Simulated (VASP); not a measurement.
Here is a VASP 6.6.1 calculation.

Contents of INCAR:

```
SYSTEM = Os
  PREC = Accurate
  ENCUT = 600
  EDIFF = 1E-6
  ISMEAR = -1
  SIGMA = 0.15
  LREAL = .FALSE.
  LASPH = .TRUE.
  NELM = 60
  ALGO = Normal
  ISIF = 3
  LWAVE = .FALSE.
  LCHARG = .FALSE.
  GGA = PS
  IBRION = 2
  NSW = 80
  EDIFFG = -0.001
```

Contents of KPOINTS:

```
regular mesh
0
G
  18 18 10
  0 0 0
```

The input POSCAR:

```
Os
1.0
    2.7272132469      0.0000000000      0.0000000000
   -1.3636066234      2.3618359533      0.0000000000
    0.0000000000      0.0000000000      4.3132446891
Os
2
Direct
    0.3333333333      0.6666666667      0.2500000000
    0.6666666667      0.3333333333      0.7500000000
```

Potentials or basis: VASP PAW PBE potentials, release 64 (Os).

Launch:

```bash
$ cat potpaw_PBE.64/Os/POTCAR > POTCAR
$ mpirun -np 1 vasp_std > vasp.out
```

(1) Predict the relaxed cell.

(2) Predict the band gap on the k mesh.

(3) Predict the relaxed volume.

Results:

(1) a = 2.730 Å, b = 2.730 Å, c = 4.313 Å, α = 90.00°, β = 90.00°, γ = 120.00°.

(2) zero (bands 8 and 9 overlap by 3.97 eV).

(3) 13.92 Å³/atom.

Caveat: the PAW data sets were made with another functional, which shifts forces and pressure a little; spin-orbit coupling is left out, which moves the levels of the heavy elements.
